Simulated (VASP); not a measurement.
# In6GeO (P6/mmm) in VASP: single point with PBE

Aim: the single point of In6GeO with PBE.

All numbers are computed with VASP 6.6.1; they aren't measurements. Logs are shortened: lines on timing, memory, paths and dates and some standing lists are left out, and cuts for length are marked.

### Step 1. The cell of the first run

Symmetry: P6/mmm, No. 191, hexagonal system. The conventional cell has a = 8.842 Å, b = 8.842 Å, c = 3.776 Å, α = 90.00°, β = 90.00°, γ = 120.00°. Within 3.7 Å of In (site symmetry m2m) lie 3 In at 2.85 to 3.00 Å and 1 Ge at 3.00 Å and 2 O at 3.54 Å. Ge (site symmetry 6/mmm) has 2 O at 1.89 Å within 2.5 Å. O (site symmetry 6/mmm) has 2 Ge at 1.89 Å within 2.5 Å.

### Step 2. Single point, PBE

INCAR

```
PREC = Accurate
ENCUT = 520
EDIFF = 1E-7
ISMEAR = 0
SIGMA = 0.15
LREAL = False
LASPH = True
NELM = 80
ALGO = Normal
ISIF = 2
LWAVE = False
LCHARG = True
GGA = PE
LELF = True
LVHAR = True
NBANDS = 59
```

KPOINTS

```
Automatic mesh
0
Gamma
  2 2 3
```

POSCAR

```
In6GeO
1.0
    8.8416131479     -0.0000000038      0.0000000000
   -4.4208065706      7.6570615985      0.0000000000
    0.0000000000      0.0000000000      3.7756673681
In Ge O
6 1 1
Direct
    0.6608913644      0.0000000000      0.0000000000
    0.0000000000      0.6608913644      0.0000000000
    0.3391086356      0.3391086356      0.0000000000
    0.3391086356      0.0000000000      0.0000000000
    0.0000000000      0.3391086356      0.0000000000
    0.6608913644      0.6608913644      0.0000000000
    0.0000000000      0.0000000000      0.0000000000
    0.0000000000      0.0000000000      0.5000000000
```

Potentials or basis: VASP PAW PBE potentials, release 64 (In_d, Ge_d, O).

Command:

```bash
> cat potpaw_PBE.64/In_d/POTCAR potpaw_PBE.64/Ge_d/POTCAR potpaw_PBE.64/O/POTCAR > POTCAR
> mpirun -np 1 vasp_std > vasp.out
```

OUTCAR:

```text
PREC = Accurate
   ENCUT = 520
   EDIFF = 1E-7
   ISMEAR = 0
   LREAL = False
   LASPH = True
   NELM = 80
   ISIF = 2
   GGA = PE

 ion  position               nearest neighbor table
   1  0.661  0.000  0.000-   4 2.85   7 3.00   6 3.00   5 3.00
   2  0.000  0.661  0.000-   5 2.85   6 3.00   7 3.00   4 3.00
   3  0.339  0.339  0.000-   6 2.85   5 3.00   4 3.00   7 3.00
   4  0.339  0.000  0.000-   1 2.85   7 3.00   3 3.00   2 3.00
   5  0.000  0.339  0.000-   2 2.85   3 3.00   7 3.00   1 3.00
   6  0.661  0.661  0.000-   3 2.85   2 3.00   1 3.00   7 3.00
   7  0.000  0.000  0.000-   8 1.89   8 1.89   1 3.00   4 3.00   2 3.00   5 3.00   3 3.00   6 3.00

   8  0.000  0.000  0.500-   7 1.89   7 1.89

  LATTYP: Found a hexagonal cell.
 ALAT       =     8.8416131479
 C/A-ratio  =     0.4270337669

  Lattice vectors:

 A1 = (   8.8416131479,  -0.0000000038,   0.0000000000)
 A2 = (  -4.4208065706,   7.6570615985,   0.0000000000)
 A3 = (   0.0000000000,   0.0000000000,   3.7756673681)

Analysis of symmetry for initial positions (statically):
=====================================================================
 Subroutine PRICEL returns:
 Original cell was already a primitive cell.

 Routine SETGRP: Setting up the symmetry group for a
 hexagonal supercell.

 Subroutine GETGRP returns: Found 24 space group operations
 (whereof 24 operations were pure point group operations)
 out of a pool of 24 trial point group operations.

The static configuration has the point symmetry D_6h.

Analysis of symmetry for dynamics (positions and initial velocities):
=====================================================================
 Subroutine PRICEL returns:
 Original cell was already a primitive cell.

 Routine SETGRP: Setting up the symmetry group for a
 hexagonal supercell.

 Subroutine GETGRP returns: Found 24 space group operations
 (whereof 24 operations were pure point group operations)
 out of a pool of 24 trial point group operations.

The dynamic configuration has the point symmetry D_6h.

 Subroutine INISYM returns: Found 24 space group operations
 (whereof 24 operations are pure point group operations),
 and found     1 'primitive' translations

----------------------------------------------------------------------------------------

                                     Primitive cell

  volume of cell :     255.6156

  direct lattice vectors                    reciprocal lattice vectors
     8.841613148 -0.000000004  0.000000000     0.113101533  0.065299200  0.000000000
    -4.420806571  7.657061599  0.000000000     0.000000000  0.130598401  0.000000000
     0.000000000  0.000000000  3.775667368     0.000000000  0.000000000  0.264853840

  length of vectors
     8.841613148  8.841613148  3.775667368     0.130598401  0.130598401  0.264853840

  position of ions in fractional coordinates (direct lattice)
     0.660891364  0.000000000  0.000000000
     1.000000000  0.660891364  0.000000000
     0.339108636  0.339108636  0.000000000
     0.339108636  0.000000000  0.000000000
     1.000000000  0.339108636  0.000000000
     0.660891364  0.660891364  0.000000000
     0.000000000  0.000000000  0.000000000
     0.000000000  0.000000000  0.500000000

  ion indices of the primitive-cell ions
   primitive index   ion index
                 1           1
                 2           2
                 3           3
                 4           4
                 5           5
                 6           6
                 7           7
                 8           8

----------------------------------------------------------------------------------------

 KPOINTS: Automatic mesh

Automatic generation of k-mesh.
 Grid dimensions read from file:
 generate k-points for:    2    2    3

 Generating k-lattice:

  Cartesian coordinates                     Fractional coordinates (reciprocal lattice)
     0.056550766  0.032649600  0.000000000     0.500000000 -0.000000000  0.000000000
     0.000000000  0.065299200  0.000000000     0.000000000  0.500000000  0.000000000
     0.000000000  0.000000000  0.088284613     0.000000000  0.000000000  0.333333333

  Length of vectors
     0.065299200  0.065299200  0.088284613

  Shift w.r.t. Gamma in fractional coordinates (k-lattice)
     0.000000000  0.000000000  0.000000000

 Subroutine IBZKPT returns following result:
 ===========================================

 Found      4 irreducible k-points:

 Following reciprocal coordinates:
            Coordinates               Weight
  0.000000  0.000000  0.000000      1.000000
  0.500000 -0.000000  0.000000      3.000000
  0.000000  0.000000  0.333333      2.000000
  0.500000 -0.000000  0.333333      6.000000
   k-points           NKPTS =      4   k-points in BZ     NKDIM =      4   number of bands    NBANDS=     59
   number of dos      NEDOS =    301   number of ions     NIONS =      8
   total plane-waves  NPLWV = 137200
   dimension x,y,z NGX =    70 NGY =   70 NGZ =   28
   dimension x,y,z NGXF=   140 NGYF=  140 NGZF=   56
   ions per type =               6   1   1
   NGX,Y,Z   is equivalent  to a cutoff of  13.16, 13.16, 12.33 a.u.
   NGXF,Y,Z  is equivalent  to a cutoff of  26.32, 26.32, 24.66 a.u.
 SYSTEM =  unknown system
   PREC   = accura    normal or accurate (medium, high low for compatibility)
   ISTART =      0    job   : 0-new  1-cont  2-samecut
   ICHARG =      2    charge: 1-file 2-atom 10-const
   ISPIN  =      1    spin polarized calculation?
   LNONCOLLINEAR =      F non collinear calculations
   LSORBIT =      F    spin-orbit coupling
   LASPH  =      T    aspherical Exc in radial PAW
   ENCUT  =  520.0 eV  38.22 Ry    6.18 a.u.  16.44 16.44  7.02*2*pi/ulx,y,z
   NELM   =     80;   NELMIN=  2; NELMDL= -5     # of ELM steps
   EDIFF  = 0.1E-06   stopping-criterion for ELM
   LREAL  =      F    real-space projection
   EDIFFG = 0.1E-05   stopping-criterion for IOM
   NSW    =      0    number of steps for IOM
   IBRION =     -1    ionic relax: 0-MD 1-quasi-New 2-CG
   NFREE  =      0    steps in history (QN), initial steepest desc. (CG)
   ISIF   =      2    stress and relaxation
   ISYM   =      2    0-nonsym 1-usesym 2-fastsym
   POTIM  = 0.5000    time-step for ionic-motion
   TEBEG  =    0.0;   TEEND  =   0.0 temperature during run
   PSTRESS=    0.0 pullay stress
   NELECT =      98.0000    total number of electrons
   NUPDOWN=      -1.0000    fix difference up-down
   EMIN   =  10.00;   EMAX   =-10.00  energy-range for DOS
   EFERMI =   0.00;   METHOD = LEGACY
   ISMEAR =     0;   SIGMA  =   0.15  broadening in eV -4-tet -1-fermi 0-gaus
   EFERMI_NEDOS =   21; number of points for ismear=-14 and -15
   IALGO  =     38    algorithm
   IMIX   =      4    mixing-type and parameters
     AMIX     =   0.40;   BMIX     =  1.00
     AMIX_MAG =   1.60;   BMIX_MAG =  1.00
  volume/ion in A,a.u.               =      31.95       215.62
  Fermi-wavevector in a.u.,A,eV,Ry     =   1.189290  2.247432 19.244223  1.414410
  Thomas-Fermi vector in A             =   2.325400
   LORBIT       =      0    0 simple, 1 ext, 2 COOP (PROOUT), +10 PAW based schemes
   GGA     = PE    functional components
   LHFCALC =     F    Hartree Fock is set to
   AEXX    =    0.0000 exact exchange contribution
   IVDW    =     0    specifies the selected vdW correction
   LEPSILON=     F    determine dielectric tensor
   LRPA    =     F    only Hartree local field effects (RPA)
 non-spin polarized calculation
 Gauss-broadening in eV      SIGMA  =   0.15
  energy-cutoff  :      520.00
  volume of cell :      255.62
 maximum number of plane-waves:      6908
 NGX is ok and might be reduce to    70
   NGX = 33   NGY = 33   NGZ = 15

 number of electron      98.0000010 magnetization

 Free energy of the ion-electron system (eV)
  ---------------------------------------------------
  ext. energy  EPLUGINS =         0.00000000
  ---------------------------------------------------
  free energy    TOTEN  =       -23.29269643 eV

  energy without entropy =      -23.18746881  energy(sigma->0) =      -23.24008262

 E-fermi :   3.9623     XC(G=0):  -8.5795

 val. band max:        3.9606871098   @ k =   0.0000   0.0000   0.0000
 cond. band min:       4.0443887429   @ k =   0.0000   0.0000   0.3333
 fundamental gap:      0.0837016331
 Fermi energy:         3.9622654784

 k-point     1 :       0.0000    0.0000    0.0000
  band No.  band energies     occupation
      1     -21.2683      2.00000
      2     -21.1875      2.00000
      3     -21.1875      2.00000
      4     -21.0678      2.00000
      5     -21.0678      2.00000
      6     -14.3701      2.00000
[... 51 lines left out ...]
     58       9.1299      0.00000
     59       9.1319      0.00000

 k-point     2 :       0.5000   -0.0000    0.0000
  band No.  band energies     occupation
      1     -21.2683      2.00000
      2     -21.1875      2.00000
      3     -21.1875      2.00000
      4     -21.0678      2.00000
      5     -21.0678      2.00000
      6     -14.3692      2.00000
[... 51 lines left out ...]
     58       8.8033      0.00000
     59       9.2672      0.00000

 k-point     3 :       0.0000    0.0000    0.3333
  band No.  band energies     occupation
      1     -21.1873      2.00000
      2     -21.1873      2.00000
      3     -21.1756      2.00000
      4     -21.0737      2.00000
      5     -21.0737      2.00000
      6     -14.3327      2.00000
[... 51 lines left out ...]
     58       8.4223      0.00000
     59       8.5233      0.00000

 k-point     4 :       0.5000   -0.0000    0.3333
  band No.  band energies     occupation
      1     -21.1873      2.00000
      2     -21.1873      2.00000
      3     -21.1756      2.00000
      4     -21.0737      2.00000
      5     -21.0737      2.00000
      6     -14.3324      2.00000
[... 51 lines left out ...]
     58       7.1920      0.00000
     59       7.8837      0.00000

------------------------ aborting loop because EDIFF is reached ----------------------------------------

  FORCE on cell =-STRESS in cart. coord.  units (eV):
  Direction    XX          YY          ZZ          XY          YZ          ZX
  --------------------------------------------------------------------------------------
  -------------------------------------------------------------------------------------
  Total       -0.5064067     -0.5064067     -0.7035403     -0.0000000      0.0000000     -0.0000000
  in kB       -3.1741152     -3.1741152     -4.4097318     -0.0000000      0.0000000     -0.0000000
  external PRESSURE =      -3.5859874 kB  Pullay stress =       0.0000000 kB

 VOLUME and BASIS-vectors are now :
 -----------------------------------------------------------------------------
  energy-cutoff  :      520.00
  volume of cell :      255.62
      direct lattice vectors                 reciprocal lattice vectors
     8.841613148 -0.000000004  0.000000000     0.113101533  0.065299200  0.000000000
    -4.420806571  7.657061599  0.000000000     0.000000000  0.130598401  0.000000000
     0.000000000  0.000000000  3.775667368     0.000000000  0.000000000  0.264853840

 POSITION                                       TOTAL-FORCE (eV/Angst)
 -----------------------------------------------------------------------------------
      5.84335     -0.00000      0.00000         0.025291     -0.000000     -0.000000
     -2.92167      5.06049      0.00000        -0.012646      0.021903     -0.000000
      1.49913      2.59658      0.00000        -0.012646     -0.021903      0.000000
      2.99827     -0.00000      0.00000        -0.025291      0.000000      0.000000
     -1.49913      2.59658      0.00000         0.012646     -0.021903      0.000000
      2.92167      5.06049      0.00000         0.012646      0.021903     -0.000000
      0.00000      0.00000      0.00000         0.000000      0.000000      0.000000
      0.00000      0.00000      1.88783         0.000000      0.000000      0.000000
 -----------------------------------------------------------------------------------
    total drift:                                0.000000      0.000000      0.000000

  FREE ENERGIE OF THE ION-ELECTRON SYSTEM (eV)
  ---------------------------------------------------
  free  energy   TOTEN  =       -23.2926964301 eV

  energy  without entropy=      -23.1874688072  energy(sigma->0) =      -23.24008262
```

Wall time 70 s (1 thread of Intel Xeon 6975P-C (Granite Rapids), shared host); peak memory 0.38 GiB.

Results:

| Property | Result |
| --- | --- |
| Free energy | -23.2927 eV |
| Pressure | -0.4 GPa |
| Largest force | 0.025 eV/Å |
| Band gap on the k mesh | zero (band 49 reaches 4.37 eV, above the bottom of band 50 at 3.92 eV) |

Forces on the atoms (eV/Å):
```
In   0.025  0.000  0.000
In  -0.013  0.022  0.000
In  -0.013 -0.022  0.000
In  -0.025  0.000  0.000
In   0.013 -0.022  0.000
In   0.013  0.022  0.000
Ge   0.000  0.000  0.000
O    0.000  0.000  0.000
```

Stress tensor (GPa, compression positive):
```
-0.32  0.00  0.00
 0.00 -0.32  0.00
 0.00  0.00 -0.44
```

Levels at points of the mesh, in eV from the Fermi level:
```
           k point  band 46  band 47  band 48  band 49  band 50  band 51  band 52  band 53
(0.00, 0.00, 0.00)    -2.00    -0.90     0.00     0.00     0.40     1.81     1.81     3.37
(0.50, 0.00, 0.00)    -2.46    -0.84    -0.61    -0.47     1.30     1.51     2.12     3.22
```

Caveat: the k points lie up to 0.55 Å⁻¹ apart; spin-orbit coupling is left out, which moves the levels of the heavy elements.
